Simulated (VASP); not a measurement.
Si7WO16 (a cell with a defect):

```
Si W O
1.0
     0.00000    5.08139    7.09441
     5.08139    0.00000    7.09441
     5.08139    5.08139    0.00000
Si W O
7 1 16
Direct
  0.26908 0.25477 0.44125
  0.73054 0.74685 0.96460
  0.04597 0.68915 0.13170
  0.58923 0.14944 0.63129
  0.41033 0.85196 0.36930
  0.95362 0.31242 0.86672
  0.99977 0.00067 0.30658
  0.49960 0.50039 0.78219
  0.15195 0.21364 0.67937
  0.55838 0.73947 0.16908
  0.49759 0.27772 0.81159
  0.98884 0.84300 0.25752
  0.44043 0.26283 0.46708
  0.84657 0.78874 0.04521
  0.19761 0.87879 0.40891
  0.77702 0.33780 0.80273
  0.01146 0.15768 0.08872
  0.50206 0.72263 0.58584
  0.37352 0.07226 0.32269
  0.88697 0.53132 0.87986
  0.22144 0.66451 0.91553
  0.80167 0.12301 0.48455
  0.11376 0.46939 0.29590
  0.62738 0.92830 0.76687
```

Program: VASP 6.6.1. Alike in all runs: task single point; no spin polarisation; cell as given; k mesh 1 × 1 × 1, shifted.

Order these runs on this cell by their band gap on the k mesh, lowest first.
A. level r2SCAN; potentials or basis VASP PAW PBE potentials, release 64 (Si, W_sv, O); cutoff (eV) 580; smearing fermi-dirac 0.01 eV
B. level LDA; potentials or basis VASP PAW LDA potentials, release 64 (Si, W_sv, O); cutoff (eV) 520; smearing fermi-dirac 0.01 eV
C. level PBE; potentials or basis VASP PAW PBE potentials, release 64 (Si, W_sv, O); cutoff (eV) 520; smearing gaussian 0.01 eV

B (1.07 eV), C (1.22 eV), A (1.65 eV).

Caveats: all runs use coarse meshes; spin-orbit coupling is left out, which moves the levels of the heavy elements.

A k mesh can miss the band edges.
